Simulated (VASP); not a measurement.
# O (P4/mmm) in VASP: further runs

O is run at these levels: r2SCAN; tasks: single point.

Everything below comes from runs of VASP 6.6.1. Logs are shortened: lines on timing, memory, paths and dates and some standing lists are left out, and cuts for length are marked.

## (1) The cell of the first run

The structure is tetragonal, space group P4/mmm (No. 123). The conventional cell has a = 1.745 Å, b = 1.745 Å, c = 3.001 Å, α = 90.00°, β = 90.00°, γ = 90.00°. O (site symmetry 4/mmm) has 4 O at 1.75 Å within 2.3 Å.

## (2) Single point, r2SCAN

The input, POSCAR:

```
O
1.0
    1.7454904223      0.0000000000      0.0000000000
    0.0000000000      1.7454904223      0.0000000000
    0.0000000000      0.0000000000      3.0012943742
O
1
Direct
    0.0000000000      0.0000000000      0.0000000000
```

The input, INCAR.step1:

```
ALGO = Normal ; EDIFF = 1E-5
ENCUT = 660 ; GGA = PE
GGA_COMPAT = F ; ISMEAR = -1
LASPH = T ; LCHARG = F
LREAL = F ; LWAVE = T
NBANDS = 9 ; NELM = 120
PREC = Accurate ; SIGMA = 0.1
```

The input, INCAR.step2:

```
ALGO = Normal ; EDIFF = 1E-6
ENCUT = 660 ; GGA_COMPAT = F
ISIF = 2 ; ISMEAR = -1
ISTART = 1 ; LASPH = T
LCHARG = F ; LMIXTAU = T
LREAL = F ; LWAVE = F
METAGGA = R2SCAN ; NBANDS = 9
NELM = 120 ; PREC = Accurate
SIGMA = 0.1
```

The input, KPOINTS:

```
k-points
0
Gamma
  13 13 8
```

Potentials or basis: VASP PAW PBE potentials, release 64 (O).

Command:

```console
$ cat potpaw_PBE.64/O/POTCAR > POTCAR
$ cp INCAR.step1 INCAR
$ mpirun -np 1 vasp_std > vasp.out
$ cp INCAR.step2 INCAR
$ mpirun -np 1 vasp_std > vasp.out
```

OUTCAR:

```text
EDIFF = 1E-6
   ENCUT = 660
   ISIF = 2
   ISMEAR = -1
   ISTART = 1
   LASPH = T
   LREAL = F
   METAGGA = R2SCAN
   NELM = 120
   PREC = Accurate

 ion  position               nearest neighbor table
   1  0.000  0.000  0.000-

  LATTYP: Found a simple tetragonal cell.
 ALAT       =     1.7454904223
 C/A-ratio  =     1.7194562261

  Lattice vectors:

 A1 = (   1.7454904223,   0.0000000000,   0.0000000000)
 A2 = (   0.0000000000,   1.7454904223,   0.0000000000)
 A3 = (   0.0000000000,   0.0000000000,   3.0012943742)

Analysis of symmetry for initial positions (statically):
=====================================================================
 Subroutine PRICEL returns:
 Original cell was already a primitive cell.

 Routine SETGRP: Setting up the symmetry group for a
 simple tetragonal supercell.

 Subroutine GETGRP returns: Found 16 space group operations
 (whereof 16 operations were pure point group operations)
 out of a pool of 16 trial point group operations.

The static configuration has the point symmetry D_4h.

Analysis of symmetry for dynamics (positions and initial velocities):
=====================================================================
 Subroutine PRICEL returns:
 Original cell was already a primitive cell.

 Routine SETGRP: Setting up the symmetry group for a
 simple tetragonal supercell.

 Subroutine GETGRP returns: Found 16 space group operations
 (whereof 16 operations were pure point group operations)
 out of a pool of 16 trial point group operations.

The dynamic configuration has the point symmetry D_4h.

 Subroutine INISYM returns: Found 16 space group operations
 (whereof 16 operations are pure point group operations),
 and found     1 'primitive' translations

----------------------------------------------------------------------------------------

                                     Primitive cell

  volume of cell :       9.1442

  direct lattice vectors                    reciprocal lattice vectors
     1.745490422  0.000000000  0.000000000     0.572904891  0.000000000  0.000000000
     0.000000000  1.745490422  0.000000000     0.000000000  0.572904891  0.000000000
     0.000000000  0.000000000  3.001294374     0.000000000  0.000000000  0.333189576

  length of vectors
     1.745490422  1.745490422  3.001294374     0.572904891  0.572904891  0.333189576

  position of ions in fractional coordinates (direct lattice)
     0.000000000  0.000000000  0.000000000
[... 78 lines left out ...]
   EDIFFG = 0.1E-04   stopping-criterion for IOM
   NSW    =      0    number of steps for IOM
   IBRION =     -1    ionic relax: 0-MD 1-quasi-New 2-CG
   NFREE  =      0    steps in history (QN), initial steepest desc. (CG)
   ISIF   =      2    stress and relaxation
   ISYM   =      2    0-nonsym 1-usesym 2-fastsym
   POTIM  = 0.5000    time-step for ionic-motion
   TEBEG  =    0.0;   TEEND  =   0.0 temperature during run
   PSTRESS=    0.0 pullay stress
   NELECT =       6.0000    total number of electrons
   NUPDOWN=      -1.0000    fix difference up-down
   EMIN   =  10.00;   EMAX   =-10.00  energy-range for DOS
   EFERMI =   0.00;   METHOD = LEGACY
   ISMEAR =    -1;   SIGMA  =   0.10  broadening in eV -4-tet -1-fermi 0-gaus
   EFERMI_NEDOS =   21; number of points for ismear=-14 and -15
   IALGO  =     38    algorithm
   IMIX   =      4    mixing-type and parameters
     AMIX     =   0.40;   BMIX     =  1.00
     AMIX_MAG =   1.60;   BMIX_MAG =  1.00
  volume/ion in A,a.u.               =       9.14        61.71
  Fermi-wavevector in a.u.,A,eV,Ry     =   1.422582  2.688291 27.534660  2.023740
  Thomas-Fermi vector in A             =   2.543271
   LORBIT       =      0    0 simple, 1 ext, 2 COOP (PROOUT), +10 PAW based schemes
   METAGGA = R2SCAN    functional components
   LHFCALC =     F    Hartree Fock is set to
   AEXX    =    0.0000 exact exchange contribution
   IVDW    =     0    specifies the selected vdW correction
   LEPSILON=     F    determine dielectric tensor
   LRPA    =     F    only Hartree local field effects (RPA)
 non-spin polarized calculation
  energy-cutoff  :      660.00
  volume of cell :        9.14
 maximum number of plane-waves:       361
 NGX is ok and might be reduce to    16
   NGX =  7   NGY =  7   NGZ = 13

 number of electron       6.0000001 magnetization

 Free energy of the ion-electron system (eV)
  ---------------------------------------------------
  ext. energy  EPLUGINS =         0.00000000
  ---------------------------------------------------
  free energy    TOTEN  =        -4.18973853 eV

  energy without entropy =       -4.17462232  energy(sigma->0) =       -4.18218042

 E-fermi :   0.8863     XC(G=0): -11.3542

 val. band max:        0.7647838880   @ k =   0.2308   0.2308   0.5000
 cond. band min:       0.9093522788   @ k =   0.3077   0.2308   0.0000
 fundamental gap:      0.1445683909
 Fermi energy:         0.8863271372

 k-point     1 :       0.0000    0.0000    0.0000
  band No.  band energies     occupation
      1     -23.9705      2.00000
      2      -4.4200      2.00000
      3       5.1761      0.00000
      4       5.1761      0.00000
      5       9.7705      0.00000
      6      31.0860      0.00000
      7      33.3048      0.00000
      8      36.8853      0.00000
      9      55.9350      0.00000
[... 265 lines left out ...]
 k-point    24 :       0.3846    0.3077    0.0000
  band No.  band energies     occupation
      1     -16.0717      2.00000
      2      -4.8428      2.00000
      3      -1.2511      2.00000
      4       0.6564      1.81763
      5      20.0767      0.00000
      6      26.4318      0.00000
      7      28.7776      0.00000
      8      33.5736      0.00000
      9      36.8244      0.00000

 [... further k-points ...]

------------------------ aborting loop because EDIFF is reached ----------------------------------------

  FORCE on cell =-STRESS in cart. coord.  units (eV):
  Direction    XX          YY          ZZ          XY          YZ          ZX
  --------------------------------------------------------------------------------------
  -------------------------------------------------------------------------------------
  Total        0.5502086      0.5502086      0.0401095      0.0000000      0.0000000      0.0000000
  in kB       96.4038566     96.4038566      7.0277254      0.0000000      0.0000000      0.0000000
  external PRESSURE =      66.6118128 kB  Pullay stress =       0.0000000 kB

 VOLUME and BASIS-vectors are now :
 -----------------------------------------------------------------------------
  energy-cutoff  :      660.00
  volume of cell :        9.14
      direct lattice vectors                 reciprocal lattice vectors
     1.745490422  0.000000000  0.000000000     0.572904891  0.000000000  0.000000000
     0.000000000  1.745490422  0.000000000     0.000000000  0.572904891  0.000000000
     0.000000000  0.000000000  3.001294374     0.000000000  0.000000000  0.333189576

 POSITION                                       TOTAL-FORCE (eV/Angst)
 -----------------------------------------------------------------------------------
      0.00000      0.00000      0.00000         0.000000      0.000000      0.000000
 -----------------------------------------------------------------------------------
    total drift:                                0.000000      0.000000     -0.000000

  FREE ENERGIE OF THE ION-ELECTRON SYSTEM (eV)
  ---------------------------------------------------
  free  energy   TOTEN  =        -4.1897385254 eV

  energy  without entropy=       -4.1746223194  energy(sigma->0) =       -4.18218042
```

OUTCAR.step1:

```text
EDIFF = 1E-5
   ENCUT = 660
   GGA = PE
   ISMEAR = -1
   LASPH = T
   LREAL = F
[... 503 lines left out ...]

 POSITION                                       TOTAL-FORCE (eV/Angst)
 -----------------------------------------------------------------------------------
      0.00000      0.00000      0.00000         0.000000      0.000000      0.000000
 -----------------------------------------------------------------------------------
    total drift:                                0.000000      0.000000     -0.000000

  FREE ENERGIE OF THE ION-ELECTRON SYSTEM (eV)
  ---------------------------------------------------
  free  energy   TOTEN  =        -3.3858153192 eV

  energy  without entropy=       -3.3704363424  energy(sigma->0) =       -3.37812583
```

OSZICAR.step1:

```text
N       E                     dE             d eps       ncg     rms          rms(c)
DAV:   1     0.888556738171E+01    0.88856E+01   -0.39620E+03  2624   0.759E+02
DAV:   2    -0.338787466345E+01   -0.12273E+02   -0.11824E+02  3055   0.107E+02
DAV:   3    -0.349204084994E+01   -0.10417E+00   -0.10397E+00  3166   0.849E+00
DAV:   4    -0.349214672451E+01   -0.10587E-03   -0.10587E-03  3075   0.278E-01
DAV:   5    -0.349214681756E+01   -0.93045E-07   -0.93059E-07  2995   0.753E-03    0.341E+00
DAV:   6    -0.341047887465E+01    0.81668E-01   -0.26020E-02  2726   0.131E+00    0.174E+00
DAV:   7    -0.338549233013E+01    0.24987E-01   -0.28422E-02  2761   0.141E+00    0.991E-02
DAV:   8    -0.338582097802E+01   -0.32865E-03   -0.40944E-04  2775   0.186E-01    0.293E-02
DAV:   9    -0.338581531924E+01    0.56588E-05   -0.10451E-05  2939   0.294E-02
   1 F= -.33858153E+01 E0= -.33781258E+01  d E =-.153790E-01
```

Run time: 51 s. Hardware: 1 thread of Intel Xeon 8259CL, shared host; peak memory 0.1 GiB.

Results:

| Item | Value |
| --- | --- |
| Free energy | -4.1897 eV |
| Pressure | 6.7 GPa |
| Band gap on the k mesh | zero (bands 3 and 4 overlap by 6.21 eV) |

Stress tensor (GPa, compression positive):
```
9.64 0.00 0.00
0.00 9.64 0.00
0.00 0.00 0.70
```

Levels at points of the mesh, in eV from the Fermi level:
```tsv
k point	band 1	band 2	band 3	band 4	band 5	band 6	band 7	band 8
(0.00, 0.00, 0.00)	-24.86	-5.31	4.29	4.29	8.88	30.20	32.42	36.00
(0.00, 0.00, 0.50)	-24.63	-7.21	4.31	4.31	14.05	26.02	34.52	36.58
```

Caveat: the stress differs along the axes, from 1 to 10 GPa; the PAW data sets were made with another functional, which shifts forces and pressure a little.

## (3) Single point, r2SCAN

This run uses another cell than the first one, of 9.43 Å³/atom.

The input, POSCAR:

```
O
1.0
    1.7636739228      0.0000000000      0.0000000000
    0.0000000000      1.7636739228      0.0000000000
    0.0000000000      0.0000000000      3.0325601074
O
1
Direct
    0.0000000000      0.0000000000      0.0000000000
```

The input, INCAR.step1:

```
SYSTEM = O
  PREC = Accurate
  ENCUT = 660
  ISMEAR = -1
  SIGMA = 0.1
  LREAL = .False.
  LASPH = .True.
  NELM = 120
  NBANDS = 9
  GGA = PE
  ALGO = Normal
  EDIFF = 1E-5
  LWAVE = .True.
  LCHARG = .False.
  GGA_COMPAT = .False.
```

The input, INCAR.step2:

```
SYSTEM = O
  PREC = Accurate
  ENCUT = 660
  EDIFF = 1E-6
  ISMEAR = -1
  SIGMA = 0.1
  LREAL = .False.
  LASPH = .True.
  NELM = 120
  ALGO = Normal
  ISIF = 2
  LWAVE = .False.
  LCHARG = .False.
  METAGGA = R2SCAN
  LMIXTAU = .True.
  NBANDS = 9
  ISTART = 1
  GGA_COMPAT = .False.
```

The input, KPOINTS:

```
regular mesh
0
Gamma
  13 13 8
  0 0 0
```

Potentials or basis: VASP PAW PBE potentials, release 64 (O).

Command:

```console
$ cat potpaw_PBE.64/O/POTCAR > POTCAR
$ cp INCAR.step1 INCAR
$ mpirun -np 1 vasp_std > vasp.out
$ cp INCAR.step2 INCAR
$ mpirun -np 1 vasp_std > vasp.out
```

It took 53 s on 1 thread of Intel Xeon 8259CL, shared host; peak memory 0.1 GiB.

The run converged. Its results:

| Quantity | Value |
| --- | --- |
| Free energy | -4.1983 eV |
| Pressure | 1.7 GPa |
| Band gap on the k mesh | zero (bands 3 and 4 overlap by 5.94 eV) |

Stress tensor (GPa, compression positive):
```
2.40 0.00 0.00
0.00 2.40 0.00
0.00 0.00 0.28
```

Levels at points of the mesh, in eV from the Fermi level:
```
           k point  band 1  band 2  band 3  band 4  band 5  band 6  band 7  band 8
(0.00, 0.00, 0.00)  -24.43   -5.06    4.16    4.16    8.96   29.70   31.81   35.67
(0.00, 0.00, 0.50)  -24.22   -6.87    4.18    4.18   13.93   25.55   34.06   36.24
```

Caveat: the PAW data sets were made with another functional, which shifts forces and pressure a little.

## (4) Single point, r2SCAN

This run uses another cell than the first one, of 9.72 Å³/atom.

The input, POSCAR:

```
O
1.0
    1.7814900168      0.0000000000      0.0000000000
    0.0000000000      1.7814900168      0.0000000000
    0.0000000000      0.0000000000      3.0631941011
O
1
Direct
    0.0000000000      0.0000000000      0.0000000000
```

The input, INCAR.step1:

```
SYSTEM = O
PREC = Accurate
ENCUT = 660
ISMEAR = -1
SIGMA = 0.1
LREAL = .FALSE.
LASPH = .TRUE.
NELM = 120
NBANDS = 9
GGA = PE
ALGO = Normal
EDIFF = 1E-5
LWAVE = .TRUE.
LCHARG = .FALSE.
GGA_COMPAT = .FALSE.
```

The input, INCAR.step2:

```
SYSTEM = O
PREC = Accurate
ENCUT = 660
EDIFF = 1E-6
ISMEAR = -1
SIGMA = 0.1
LREAL = .FALSE.
LASPH = .TRUE.
NELM = 120
ALGO = Normal
ISIF = 2
LWAVE = .FALSE.
LCHARG = .FALSE.
METAGGA = R2SCAN
LMIXTAU = .TRUE.
NBANDS = 9
ISTART = 1
GGA_COMPAT = .FALSE.
```

The input, KPOINTS:

```
Automatic mesh
0
G
  13 13 8
  0 0 0
```

Potentials or basis: VASP PAW PBE potentials, release 64 (O).

Command:

```console
$ cat potpaw_PBE.64/O/POTCAR > POTCAR
$ cp INCAR.step1 INCAR
$ mpirun -np 1 vasp_std > vasp.out
$ cp INCAR.step2 INCAR
$ mpirun -np 1 vasp_std > vasp.out
```

OUTCAR:

```text
SYSTEM = O
   PREC = Accurate
   ENCUT = 660
   EDIFF = 1E-6
   ISMEAR = -1
   LREAL = .FALSE.
   LASPH = .TRUE.
   NELM = 120
   ISIF = 2
   METAGGA = R2SCAN
   ISTART = 1

 ion  position               nearest neighbor table
   1  0.000  0.000  0.000-

  LATTYP: Found a simple tetragonal cell.
 ALAT       =     1.7814900168
 C/A-ratio  =     1.7194562261

  Lattice vectors:

[... 467 lines left out ...]
      7      27.5667      0.00000
      8      32.1057      0.00000
      9      35.3341      0.00000

 [... further k-points ...]

------------------------ aborting loop because EDIFF is reached ----------------------------------------

  FORCE on cell =-STRESS in cart. coord.  units (eV):
  Direction    XX          YY          ZZ          XY          YZ          ZX
  --------------------------------------------------------------------------------------
  -------------------------------------------------------------------------------------
  Total       -0.2322905     -0.2322905     -0.0031065      0.0000000      0.0000000      0.0000000
  in kB      -38.2825313    -38.2825313     -0.5119573      0.0000000      0.0000000      0.0000000
  external PRESSURE =     -25.6923400 kB  Pullay stress =       0.0000000 kB

 VOLUME and BASIS-vectors are now :
 -----------------------------------------------------------------------------
  energy-cutoff  :      660.00
  volume of cell :        9.72
      direct lattice vectors                 reciprocal lattice vectors
     1.781490017  0.000000000  0.000000000     0.561327872  0.000000000  0.000000000
     0.000000000  1.781490017  0.000000000     0.000000000  0.561327872  0.000000000
     0.000000000  0.000000000  3.063194101     0.000000000  0.000000000  0.326456622

 POSITION                                       TOTAL-FORCE (eV/Angst)
 -----------------------------------------------------------------------------------
      0.00000      0.00000      0.00000         0.000000      0.000000      0.000000
 -----------------------------------------------------------------------------------
    total drift:                                0.000000      0.000000     -0.000000

  FREE ENERGIE OF THE ION-ELECTRON SYSTEM (eV)
  ---------------------------------------------------
  free  energy   TOTEN  =        -4.1986959668 eV

  energy  without entropy=       -4.1829013335  energy(sigma->0) =       -4.19079865
```

OUTCAR.step1:

```text
SYSTEM = O
   PREC = Accurate
   ENCUT = 660
   ISMEAR = -1
   LREAL = .FALSE.
   LASPH = .TRUE.
[... 504 lines left out ...]

 POSITION                                       TOTAL-FORCE (eV/Angst)
 -----------------------------------------------------------------------------------
      0.00000      0.00000      0.00000         0.000000      0.000000      0.000000
 -----------------------------------------------------------------------------------
    total drift:                                0.000000      0.000000     -0.000000

  FREE ENERGIE OF THE ION-ELECTRON SYSTEM (eV)
  ---------------------------------------------------
  free  energy   TOTEN  =        -3.4177467072 eV

  energy  without entropy=       -3.4023939799  energy(sigma->0) =       -3.41007034
```

It took 57 s on 1 thread of Intel Xeon 8259CL, shared host; peak memory 0.1 GiB.

What came out:

* Free energy: -4.1987 eV
* Pressure: -2.6 GPa
* Band gap on the k mesh: zero (bands 3 and 4 overlap by 5.69 eV)

Stress tensor (GPa, compression positive):
```
-3.83  0.00  0.00
 0.00 -3.83  0.00
 0.00  0.00 -0.05
```

Levels at points of the mesh, in eV from the Fermi level:
```tsv
k point	band 1	band 2	band 3	band 4	band 5	band 6
(0.00, 0.00, 0.00)	-24.04	-4.83	4.03	4.03	9.03	29.22
(0.00, 0.00, 0.50)	-23.85	-6.56	4.05	4.05	13.81	25.10
```

Caveat: the PAW data sets were made with another functional, which shifts forces and pressure a little.

## (5) The runs side by side

| cell | gap on the mesh (eV) | pressure (GPa) |
| --- | --- | --- |
| a = 1.745, b = 1.745, c = 3.001 Å, 1 atom | none | 6.7 |
| a = 1.764, b = 1.764, c = 3.033 Å, 1 atom | none | 1.7 |
| a = 1.781, b = 1.781, c = 3.063 Å, 1 atom | none | -2.6 |

Alike in all rows: task single point; level r2SCAN; potentials or basis VASP PAW PBE potentials, release 64 (O); no spin polarisation; k mesh 13 × 13 × 8; cutoff (eV) 660; smearing fermi-dirac 0.1 eV.

Caveats: the PAW data sets were made with another functional, which shifts forces and pressure a little; the stress differs along the axes, from 1 to 10 GPa (at least some runs).

Total energies depend on the potentials used, so only differences within one code and one set of settings carry meaning.

The gap in the log of VASP goes by the Fermi energy; the results here count the filled bands.